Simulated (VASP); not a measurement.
Wanted: the native input for a VASP 6.6.1 run.

```yaml
Task: single point
Functional: PBEsol
Potentials_or_basis: VASP PAW PBE potentials, release 64 (Si, C)
Cutoff: 520 eV
k_mesh: 12 × 12 × 4
Occupations: gaussian, width 0.05 eV
Spin: no spin polarisation
Dipole_correction: no
Further_INCAR_settings: ALGO = Normal; EDIFF = 1e-06; NBANDS = 26
```

The structure of SiC lies in POSCAR:

```
SiC
1.0
    3.1499000000      0.0000000000      0.0000000000
   -1.5749500000      2.7278934194      0.0000000000
    0.0000000000      0.0000000000     10.0758090153
Si C
4 4
Direct
    0.6666666667      0.3333333333      0.9378278494
    0.3333333333      0.6666666667      0.4378278494
    0.0000000000      0.0000000000      0.6878973398
    0.0000000000      0.0000000000      0.1878973398
    0.6666666667      0.3333333333      0.7498191768
    0.3333333333      0.6666666667      0.2498191768
    0.0000000000      0.0000000000      0.5004546340
    0.0000000000      0.0000000000      0.0004546340
```

These files were run (other wordings do the same):

INCAR

```
SYSTEM = SiC
ALGO = Normal ; EDIFF = 1E-6
ENCUT = 520 ; GGA = PS
ISIF = 2 ; ISMEAR = 0
LASPH = .TRUE. ; LCHARG = .FALSE.
LREAL = .FALSE. ; LWAVE = .FALSE.
NBANDS = 26 ; NELM = 100
PREC = Accurate ; SIGMA = 0.05
```

KPOINTS

```
k-points
0
G
  12 12 4
  0 0 0
```

Potentials or basis: VASP PAW PBE potentials, release 64 (Si, C).

The run is started by

```console
$ cat potpaw_PBE.64/Si/POTCAR potpaw_PBE.64/C/POTCAR > POTCAR
$ mpirun -np 1 vasp_std > vasp.out
```

It gave:

```
Pressure               : -8.9 GPa
Largest force          : 0.218 eV/Å
Band gap on the k mesh : 2.07 eV, indirect (least direct gap 3.17 eV)
```

Caveat: the PAW data sets were made with another functional, which shifts forces and pressure a little.

Wall time 2.3 min on 1 thread of AMD EPYC 7R43 64-Core Processor (Zen 3) (shared host), peak memory 0.21 GiB.
